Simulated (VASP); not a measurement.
Wanted: the native input for a VASP 6.6.1 run.

```
Task                   : single point
Functional             : PBE
Potentials or basis    : VASP PAW PBE potentials, release 64 (Ta_pv)
Cutoff                 : 520 eV
k mesh                 : 17 × 17 × 17
Occupations            : fermi-dirac, width 0.08 eV
Spin                   : no spin polarisation
Dipole correction      : no
Further INCAR settings : ALGO = Normal; EDIFF = 1e-06; NBANDS = 12
```

The structure of Ta lies in POSCAR:

```
Ta
1.0
   -1.6017416000      1.6512800000      1.6512800000
    1.6512800000     -1.6017416000      1.6512800000
    1.6512800000      1.6512800000     -1.6017416000
Ta
1
Direct
    0.0000000000      0.0000000000      0.0000000000
```

This cell differs from its parent crystal: equal xy, yz and zx shear strains of +3 %.

The input as run:

INCAR

```
SYSTEM = Ta
PREC = Accurate ; ENCUT = 520
EDIFF = 1E-6 ; ISMEAR = -1
SIGMA = 0.08 ; LREAL = .False.
LASPH = .True. ; NELM = 60
ALGO = Normal ; ISIF = 2
LWAVE = .False. ; LCHARG = .True.
GGA = PE ; LELF = .True.
LVHAR = .True. ; NBANDS = 12
```

KPOINTS

```
Automatic mesh
0
Gamma
  17 17 17
  0 0 0
```

Potentials or basis: VASP PAW PBE potentials, release 64 (Ta_pv).

Run with:

```bash
$ cat potpaw_PBE.64/Ta_pv/POTCAR > POTCAR
$ mpirun -np 1 vasp_std > vasp.out
```

Results of the run:

```yaml
Pressure: 3.6 GPa
```

Caveat: the cell differs from its parent crystal (equal xy, yz and zx shear strains of +3 %).

It took 45 s on 1 thread of AMD EPYC 9R45 96-Core Processor (Zen 5), with other jobs on the host, peak memory 0.19 GiB.
